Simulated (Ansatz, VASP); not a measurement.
# SiC in VASP and in Ansatz

```
Si C
1.0
     0.00000    2.01478    2.01478
     2.17814   -0.16336    2.17814
     2.17814    2.17814   -0.16336
Si C
1 1
Direct
  0.00000 0.00000 0.00000
  0.75000 0.75000 0.75000
```

Change from the starting cell: strain -0.1500 x Voigt [0, 0, 0, 1, 0, 0], atoms carried along.

Alike in both runs: task single point; functional r2SCAN; k mesh 10 × 10 × 10; occupations gaussian, width 0.05 eV; no spin polarisation.

|  | VASP | Ansatz |
| --- | --- | --- |
| version | VASP 6.6.1 | Ansatz 0.2.0 |
| potentials or method | VASP PAW PBE potentials, release 64 (Si, C), cutoff 520 eV | scalar-relativistic, plane waves, PAW |
| valence electrons in the cell | 8 | 8 |

Ansatz gave:

| Quantity | Value |
| --- | --- |
| gap on the k mesh at the Fermi level (eV) | 0.50 |
| least direct gap on the mesh (eV) | 3.05 |
| pressure (GPa) | 6.7 |
| traceless stress, the component that is largest in VASP (GPa) | 43.70 |
| rms of the force components (eV/Å) | 0.718 |

Problem. Estimate VASP's values.

Solution. gap on the k mesh at the Fermi level (eV): 0.50; least direct gap on the mesh (eV): 3.05; pressure (GPa): 6.5; traceless stress, the component that is largest in VASP (GPa): 43.88; rms of the force components (eV/Å): 0.712.

VASP's potentials were made for PBE, not for r2SCAN. Atom by atom the forces differ by 0.006 eV/Å (rms over components).
